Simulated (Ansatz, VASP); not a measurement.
One calculation of Sn, two programs

```
Sn
1.0
    -1.90690    1.90690    1.90690
     1.90690   -1.90690    1.90690
     1.90690    1.90690   -1.90690
Sn
1
Direct
  0.00000 0.00000 0.00000
```

Alike in both runs: functional PBE; k mesh 16 × 16 × 16; occupations fermi-dirac, width 0.1 eV; no spin polarisation.

Ansatz relaxed the structure, and its values are those at the end. VASP's run is a single point on that final structure, the one shown.

|  | VASP | Ansatz |
| --- | --- | --- |
| version | VASP 6.6.1 | Ansatz 0.2.0 |
| potentials or method | VASP PAW PBE potentials, release 64 (Sn_d) | PAW with Ansatz's default frozen-core files, scalar-relativistic |
| plane-wave cutoff (eV) | 520 | 420 |
| valence electrons in the cell | 14 | 14 |

VASP gave:

```
gap on the k mesh at the Fermi level (eV) : none
pressure (GPa)                            : -0.1
```

**Question.** What did Ansatz give for the same quantities?

**Answer.** gap on the k mesh at the Fermi level (eV): none; pressure (GPa): 0.0.

A gap of «none» marks a metal or a gap that the smearing closes.
